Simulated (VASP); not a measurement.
Input of a VASP 6.6.1 run:

INCAR

```
SYSTEM = SiO2
PREC = Accurate ; ENCUT = 910
EDIFF = 1E-7 ; ISMEAR = 0
SIGMA = 0.02 ; LREAL = .FALSE.
LASPH = .TRUE. ; NELM = 120
ALGO = Normal ; ISIF = 3
LWAVE = .FALSE. ; LCHARG = .FALSE.
GGA = PS ; IBRION = 2
NSW = 100 ; EDIFFG = -0.005
GGA_COMPAT = .FALSE. ; NELMIN = 4
```

Contents of KPOINTS:

```
regular mesh
0
G
  6 6 6
  0 0 0
```

The input POSCAR:

```
SiO2
1.0
   -2.7588706644      3.0080635486      2.3527726194
    2.7588706644     -3.0080635486      2.3527726194
    2.7588706644      3.0080635486     -2.3527726194
Si O
2 4
Direct
    0.7500000000      0.7500000000      0.0000000000
    0.2500000000      0.2500000000      0.0000000000
    0.8629349127      0.8470803527      0.7100152653
    0.3629349127      0.6529196473      0.0158545600
    0.6370650873      0.3470803527      0.9841454400
    0.1370650873      0.1529196473      0.2899847347
```

Potentials or basis: VASP PAW PBE potentials, release 64 (Si, O_h).

The run is started by

```console
$ cat potpaw_PBE.64/Si/POTCAR potpaw_PBE.64/O_h/POTCAR > POTCAR
$ mpirun -np 1 vasp_std > vasp.out
```

(1) What does it give for the relaxed volume?

(2) Predict the band gap on the k mesh.

(3) Predict the space group after relaxing (to 0.1 Å).

(4) What does it give for the relaxed cell?

## Answers

(1) 12.80 Å³/atom.

(2) 4.77 eV (least direct gap 5.28 eV).

(3) Ibam (No. 72).

(4) a = 4.676 Å, b = 4.676 Å, c = 4.676 Å, α = 106.57°, β = 102.83°, γ = 119.52°.

Caveat: the cutoff is under 1.25 times the usual one of these potentials, so pressure, stress and relaxed cells hold a basis-set (Pulay) error; the PAW data sets were made with another functional, which shifts forces and pressure a little.
